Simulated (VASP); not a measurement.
# Hf2BCl6 (Fm-3m) in VASP: notebook, part 2 of 2

VASP 6.6.1. Earlier steps stand in the parts before.

## Step 3: Relaxation of cell and atoms, PBE (atoms taken out)

The input, INCAR:

```
ALGO = Normal
EDIFF = 1E-6
EDIFFG = -0.01
ENCUT = 600
GGA = PE
IBRION = 2
ISIF = 3
ISMEAR = 0
LASPH = True
LCHARG = False
LREAL = False
LWAVE = False
NELM = 100
NSW = 100
PREC = Accurate
SIGMA = 0.1
```

The input, KPOINTS:

```
k-points
0
Gamma
  8 8 8
```

The input, POSCAR:

```
Hf2BCl6
1.0
    0.0000000000      4.3156997616      4.3156997616
    4.3156997616      0.0000000000      4.3156997616
    4.3156997616      4.3156997616      0.0000000000
Hf B Cl
2 1 6
Direct
    0.2500000000      0.2500000000      0.2500000000
    0.7500000000      0.7500000000      0.7500000000
    0.0000000000      0.0000000000      0.0000000000
    0.7539251202      0.2460748798      0.2460748798
    0.2460748798      0.7539251202      0.7539251202
    0.2460748798      0.7539251202      0.2460748798
    0.7539251202      0.2460748798      0.7539251202
    0.2460748798      0.2460748798      0.7539251202
    0.7539251202      0.7539251202      0.2460748798
```

Potentials or basis: VASP PAW PBE potentials, release 64 (Hf_pv, B, Cl).

Run with:

```console
$ cat potpaw_PBE.64/Hf_pv/POTCAR potpaw_PBE.64/B/POTCAR potpaw_PBE.64/Cl/POTCAR > POTCAR
$ mpirun -np 1 vasp_std > vasp.out
```

OUTCAR:

```text
EDIFF = 1E-6
   EDIFFG = -0.01
   ENCUT = 600
   GGA = PE
   IBRION = 2
   ISIF = 3
   ISMEAR = 0
   LASPH = True
   LREAL = False
   NELM = 100
   NSW = 100
   PREC = Accurate

 ion  position               nearest neighbor table
   1  0.250  0.250  0.250-   4 3.05   7 3.05   5 3.05   6 3.05   5 3.05   7 3.05   4 3.05   6 3.05
                             8 3.05   9 3.05   9 3.05   8 3.05
   2  0.750  0.750  0.750-   5 3.05   7 3.05   4 3.05   6 3.05   4 3.05   7 3.05   5 3.05   6 3.05
                             8 3.05   9 3.05   9 3.05   8 3.05
   3  0.000  0.000  0.000-   4 2.12   5 2.12   6 2.12   7 2.12   8 2.12   9 2.12
   4  0.754  0.246  0.246-   3 2.12   2 3.05   1 3.05   2 3.05   1 3.05
[... 1284 lines left out ...]

 VOLUME and BASIS-vectors are now :
 -----------------------------------------------------------------------------
  energy-cutoff  :      600.00
  volume of cell :      159.98
      direct lattice vectors                 reciprocal lattice vectors
     0.000000000  4.308693666  4.308693666    -0.116044453  0.116044453  0.116044453
     4.308693666  0.000000000  4.308693666     0.116044453 -0.116044453  0.116044453
     4.308693666  4.308693666  0.000000000     0.116044453  0.116044453 -0.116044453

 POSITION                                       TOTAL-FORCE (eV/Angst)
 -----------------------------------------------------------------------------------
      2.15435      2.15435      2.15435        -0.000000     -0.000000     -0.000000
      6.46304      6.46304      6.46304        -0.000000      0.000000      0.000000
      4.30869      4.30869      0.00000        -0.000000      0.000000     -0.000000
      2.11910      4.30869      4.30869         0.007175      0.000000      0.000000
      6.49829      4.30869      4.30869        -0.007175      0.000000     -0.000000
      4.30869      2.11910      4.30869        -0.000000      0.007175      0.000000
      4.30869      6.49829      4.30869        -0.000000     -0.007175     -0.000000
      4.30869      4.30869      2.11910        -0.000000      0.000000      0.007175
      4.30869      4.30869      6.49829        -0.000000      0.000000     -0.007175
 -----------------------------------------------------------------------------------
    total drift:                               -0.000000     -0.000000      0.000000

  FREE ENERGIE OF THE ION-ELECTRON SYSTEM (eV)
  ---------------------------------------------------
  free  energy   TOTEN  =       -36.9663374019 eV

  energy  without entropy=      -36.9189083082  energy(sigma->0) =      -36.94262286

 reached required accuracy - stopping structural energy minimisation
```

CONTCAR:

```text
Hf2BCl6
   1.00000000000000
     0.0000000000000000    4.3086936661236885    4.3086936661236885
     4.3086936661236885    0.0000000000000000    4.3086936661236885
     4.3086936661236885    4.3086936661236885    0.0000000000000000
  Hf              B               Cl
     2     1     6
Direct
     0.2500000000000000    0.2500000000000000    0.2500000000000000
     0.7500000000000000    0.7500000000000000    0.7500000000000000
     0.0000000000000000    0.0000000000000000    1.0000000000000000
     0.7540905388836519    0.2459094611163481    0.2459094611163481
     0.2459094611163481    0.7540905388836519    0.7540905388836519
     0.2459094611163481    0.7540905388836519    0.2459094611163481
     0.7540905388836519    0.2459094611163481    0.7540905388836519
     0.2459094611163481    0.2459094611163481    0.7540905388836519
     0.7540905388836519    0.7540905388836519    0.2459094611163481

  0.00000000E+00  0.00000000E+00  0.00000000E+00
  0.00000000E+00  0.00000000E+00  0.00000000E+00
  0.00000000E+00  0.00000000E+00  0.00000000E+00
  0.00000000E+00  0.00000000E+00  0.00000000E+00
  0.00000000E+00  0.00000000E+00  0.00000000E+00
  0.00000000E+00  0.00000000E+00  0.00000000E+00
  0.00000000E+00  0.00000000E+00  0.00000000E+00
  0.00000000E+00  0.00000000E+00  0.00000000E+00
  0.00000000E+00  0.00000000E+00  0.00000000E+00
```

It took 4.3 min on 1 thread of AMD EPYC 9R45 (Zen 5), shared host; peak memory 0.44 GiB.

What came out:

```
Free energy                           : -36.9663 eV
Relaxed volume                        : 17.78 Å³/atom
Relaxed cell                          : a = 6.093 Å, b = 6.093 Å, c = 6.093 Å, α = 60.00°, β = 60.00°, γ = 60.00°
Space group after relaxing (to 0.1 Å) : Fm-3m (No. 225)
Energy gained by relaxing             : 0.1 meV/atom
Ionic steps                           : 2
Pressure after relaxing               : 0.0 GPa
Largest force after relaxing          : 0.007 eV/Å
Band gap on the k mesh                : zero (an odd number of electrons rules out a gap without spin polarisation)
```

Forces in eV/Å, atoms in the order of the input:
```
Hf   0.000  0.000  0.000
Hf   0.000  0.000  0.000
B    0.000  0.000  0.000
Cl   0.007  0.000  0.000
Cl  -0.007  0.000  0.000
Cl   0.000  0.007  0.000
Cl   0.000 -0.007  0.000
Cl   0.000  0.000  0.007
Cl   0.000  0.000 -0.007
```

The path:
```csv
step,energy change (eV),largest force (eV/Å),pressure (GPa),volume (Å³)
1,0.0000,0.0296,-0.30,160.76
2,-0.0007,0.0072,0.04,159.98
```

Final structure:
```
CELL_PARAMETERS angstrom
0.00000 4.30869 4.30869
4.30869 0.00000 4.30869
4.30869 4.30869 0.00000
ATOMIC_POSITIONS crystal
Hf 0.25000 0.25000 0.25000
Hf 0.75000 0.75000 0.75000
B 0.00000 0.00000 0.00000
Cl 0.75409 0.24591 0.24591
Cl 0.24591 0.75409 0.75409
Cl 0.24591 0.75409 0.24591
Cl 0.75409 0.24591 0.75409
Cl 0.24591 0.24591 0.75409
Cl 0.75409 0.75409 0.24591
```

Levels at points of the mesh, in eV from the Fermi level:
| k point | band 31 | band 32 | band 33 | band 34 | band 35 | band 36 |
| --- | --- | --- | --- | --- | --- | --- |
| (0.00, 0.00, 0.00) | -2.16 | -1.41 | -1.14 | -1.14 | -0.37 | -0.37 |
| (0.50, 0.00, 0.00) | -0.85 | -0.34 | -0.04 | -0.04 | 0.04 | 0.04 |
| (0.50, 0.50, 0.00) | -0.10 | 0.03 | 0.07 | 0.12 | 1.05 | 1.53 |

Caveat: the cell differs from its parent crystal (atoms taken out); spin-orbit coupling is left out, which moves the levels of the heavy elements; an odd number of electrons without spin polarisation forces a metal; a magnetic or distorted state may lie lower.

## Step 4: Single point, PBE

The input, INCAR:

```
ALGO = Normal
EDIFF = 1E-6
ENCUT = 520
GGA = PE
ISIF = 2
ISMEAR = 0
LASPH = True
LCHARG = False
LREAL = False
LWAVE = False
NBANDS = 42
NELM = 100
PREC = Accurate
SIGMA = 0.2
```

The input, KPOINTS:

```
k-points
0
Gamma
  4 4 4
```

The input, POSCAR:

```
Hf2BCl6
1.0
    0.0000000000      4.3161386320      4.3161386320
    4.3161386320      0.0000000000      4.3161386320
    4.3161386320      4.3161386320      0.0000000000
Hf B Cl
2 1 6
Direct
    0.2500000000      0.2500000000      0.2500000000
    0.7500000000      0.7500000000      0.7500000000
    1.0000000000      0.0000000000      0.0000000000
    0.7540314341      0.2459685659      0.2459685659
    0.2459685659      0.7540314341      0.7540314341
    0.2459685659      0.7540314341      0.2459685659
    0.7540314341      0.2459685659      0.7540314341
    0.2459685659      0.2459685659      0.7540314341
    0.7540314341      0.7540314341      0.2459685659
```

Potentials or basis: VASP PAW PBE potentials, release 64 (Hf_pv, B, Cl).

Run with:

```console
$ cat potpaw_PBE.64/Hf_pv/POTCAR potpaw_PBE.64/B/POTCAR potpaw_PBE.64/Cl/POTCAR > POTCAR
$ mpirun -np 1 vasp_std > vasp.out
```

OUTCAR:

```text
EDIFF = 1E-6
   ENCUT = 520
   GGA = PE
   ISIF = 2
   ISMEAR = 0
   LASPH = True
   LREAL = False
   NELM = 100
   PREC = Accurate

 ion  position               nearest neighbor table
   1  0.250  0.250  0.250-   4 3.05   7 3.05   5 3.05   6 3.05   5 3.05   7 3.05   4 3.05   6 3.05
                             8 3.05   9 3.05   9 3.05   8 3.05
   2  0.750  0.750  0.750-   5 3.05   7 3.05   4 3.05   6 3.05   4 3.05   7 3.05   5 3.05   6 3.05
                             8 3.05   9 3.05   9 3.05   8 3.05
   3  0.000  0.000  0.000-   4 2.12   5 2.12   6 2.12   7 2.12   8 2.12   9 2.12
   4  0.754  0.246  0.246-   3 2.12   2 3.05   1 3.05   2 3.05   1 3.05
   5  0.246  0.754  0.754-   3 2.12   2 3.05   2 3.05   1 3.05   1 3.05
   6  0.246  0.754  0.246-   3 2.12   2 3.05   1 3.05   2 3.05   1 3.05
   7  0.754  0.246  0.754-   3 2.12   2 3.05   2 3.05   1 3.05   1 3.05
   8  0.246  0.246  0.754-   3 2.12   2 3.05   1 3.05   2 3.05   1 3.05
   9  0.754  0.754  0.246-   3 2.12   2 3.05   2 3.05   1 3.05   1 3.05

  LATTYP: Found a face centered cubic cell.
 ALAT       =     8.6322772640

  Lattice vectors:

 A1 = (   0.0000000000,   4.3161386320,   4.3161386320)
 A2 = (   4.3161386320,   0.0000000000,   4.3161386320)
 A3 = (   4.3161386320,   4.3161386320,   0.0000000000)

Analysis of symmetry for initial positions (statically):
=====================================================================
 Subroutine PRICEL returns:
 Original cell was already a primitive cell.

 Routine SETGRP: Setting up the symmetry group for a
 face centered cubic supercell.

 Subroutine GETGRP returns: Found 48 space group operations
 (whereof 48 operations were pure point group operations)
 out of a pool of 48 trial point group operations.

The static configuration has the point symmetry O_h .

Analysis of symmetry for dynamics (positions and initial velocities):
=====================================================================
 Subroutine PRICEL returns:
 Original cell was already a primitive cell.

 Routine SETGRP: Setting up the symmetry group for a
 face centered cubic supercell.

[... 129 lines left out ...]
   IVDW    =     0    specifies the selected vdW correction
   LEPSILON=     F    determine dielectric tensor
   LRPA    =     F    only Hartree local field effects (RPA)
 non-spin polarized calculation
 Gauss-broadening in eV      SIGMA  =   0.20
  energy-cutoff  :      520.00
  volume of cell :      160.81
 maximum number of plane-waves:      4348
 NGX is ok and might be reduce to    48
   NGX = 23   NGY = 23   NGZ = 23

 number of electron      65.0000006 magnetization

 Free energy of the ion-electron system (eV)
  ---------------------------------------------------
  ext. energy  EPLUGINS =         0.00000000
  ---------------------------------------------------
  free energy    TOTEN  =       -37.03850200 eV

  energy without entropy =      -36.84539909  energy(sigma->0) =      -36.94195055

 E-fermi :   7.3033     XC(G=0): -10.6146

 val. band max:        7.2943833333   @ k =   0.5000   0.5000   0.0000
 cond. band min:       7.3139569017   @ k =   0.5000   0.0000   0.0000
 fundamental gap:      0.0195735684
 Fermi energy:         7.3032662684

 k-point     1 :       0.0000    0.0000    0.0000
  band No.  band energies     occupation
      1     -25.7988      2.00000
      2     -25.7988      2.00000
      3     -25.7988      2.00000
      4     -25.7875      2.00000
      5     -25.7875      2.00000
      6     -25.7875      2.00000
[... 349 lines left out ...]
     41       9.3811      0.00000
     42       9.3861      0.00000

------------------------ aborting loop because EDIFF is reached ----------------------------------------

  FORCE on cell =-STRESS in cart. coord.  units (eV):
  Direction    XX          YY          ZZ          XY          YZ          ZX
  --------------------------------------------------------------------------------------
  -------------------------------------------------------------------------------------
  Total       -0.1660667     -0.1660667     -0.1660667     -0.0000000      0.0000000     -0.0000000
  in kB       -1.6545391     -1.6545391     -1.6545391     -0.0000000      0.0000000     -0.0000000
  external PRESSURE =      -1.6545391 kB  Pullay stress =       0.0000000 kB

 VOLUME and BASIS-vectors are now :
 -----------------------------------------------------------------------------
  energy-cutoff  :      520.00
  volume of cell :      160.81
      direct lattice vectors                 reciprocal lattice vectors
     0.000000000  4.316138632  4.316138632    -0.115844286  0.115844286  0.115844286
     4.316138632  0.000000000  4.316138632     0.115844286 -0.115844286  0.115844286
     4.316138632  4.316138632  0.000000000     0.115844286  0.115844286 -0.115844286

 POSITION                                       TOTAL-FORCE (eV/Angst)
 -----------------------------------------------------------------------------------
      2.15807      2.15807      2.15807         0.000000      0.000000      0.000000
      6.47421      6.47421      6.47421        -0.000000     -0.000000      0.000000
      0.00000      0.00000      0.00000         0.000000      0.000000      0.000000
      2.12327      4.31614      4.31614         0.010183      0.000000      0.000000
      6.50901      4.31614      4.31614        -0.010183      0.000000      0.000000
      4.31614      2.12327      4.31614         0.000000      0.010183      0.000000
      4.31614      6.50901      4.31614         0.000000     -0.010183      0.000000
      4.31614      4.31614      2.12327         0.000000      0.000000      0.010183
      4.31614      4.31614      6.50901         0.000000      0.000000     -0.010183
 -----------------------------------------------------------------------------------
    total drift:                               -0.000000     -0.000000      0.000000

  FREE ENERGIE OF THE ION-ELECTRON SYSTEM (eV)
  ---------------------------------------------------
  free  energy   TOTEN  =       -37.0385019984 eV

  energy  without entropy=      -36.8453990941  energy(sigma->0) =      -36.94195055
```

stdout:

```text
POSCAR found type information on POSCAR HfB Cl
 POSCAR found :  3 types and       9 ions
 scaLAPACK will be used
 LDA part: xc-table for (Slater+PW92), standard interpolation
 POSCAR, INCAR and KPOINTS ok, starting setup
 FFT: planning ... GRIDC
 FFT: planning ... GRID_SOFT
 FFT: planning ... GRID
 WAVECAR not read
 entering main loop
```

Run time: 45 s. Hardware: 1 thread of AMD EPYC 9R45 (Zen 5), shared host; peak memory 0.31 GiB.

Results:

```
Free energy            : -37.0385 eV
Pressure               : -0.2 GPa
Largest force          : 0.010 eV/Å
Band gap on the k mesh : zero (an odd number of electrons rules out a gap without spin polarisation)
```

Forces in eV/Å, atoms in the order of the input:
```
Hf   0.000  0.000  0.000
Hf   0.000  0.000  0.000
B    0.000  0.000  0.000
Cl   0.010  0.000  0.000
Cl  -0.010  0.000  0.000
Cl   0.000  0.010  0.000
Cl   0.000 -0.010  0.000
Cl   0.000  0.000  0.010
Cl   0.000  0.000 -0.010
```

Caveat: spin-orbit coupling is left out, which moves the levels of the heavy elements; an odd number of electrons without spin polarisation forces a metal; a magnetic or distorted state may lie lower.

## Step 5: The runs side by side

```csv
task,cell,k mesh,cutoff (eV),smearing,gap on the mesh (eV),pressure (GPa),largest force (eV/Å)
single point,"a = 6.104 Å, angles 60.0°, 9 atoms, atomic positions A",8 × 8 × 8,520,gaussian 0.1 eV,none,-0.4,0.02
relaxation of cell and atoms,"relaxed from a = 6.103 Å, angles 60.0°, 9 atoms, atomic positions B",8 × 8 × 8,600,gaussian 0.1 eV,none,0.0,0.01
single point,"a = 6.104 Å, angles 60.0°, 9 atoms, atomic positions A",4 × 4 × 4,520,gaussian 0.2 eV,none,-0.2,0.01
```

Alike in all rows: level PBE; potentials or basis VASP PAW PBE potentials, release 64 (Hf_pv, B, Cl); no spin polarisation.

Caveats: spin-orbit coupling is left out, which moves the levels of the heavy elements; an odd number of electrons without spin polarisation forces a metal; a magnetic or distorted state may lie lower.

Total energies depend on the potentials used, so only differences within one code and one set of settings carry meaning.
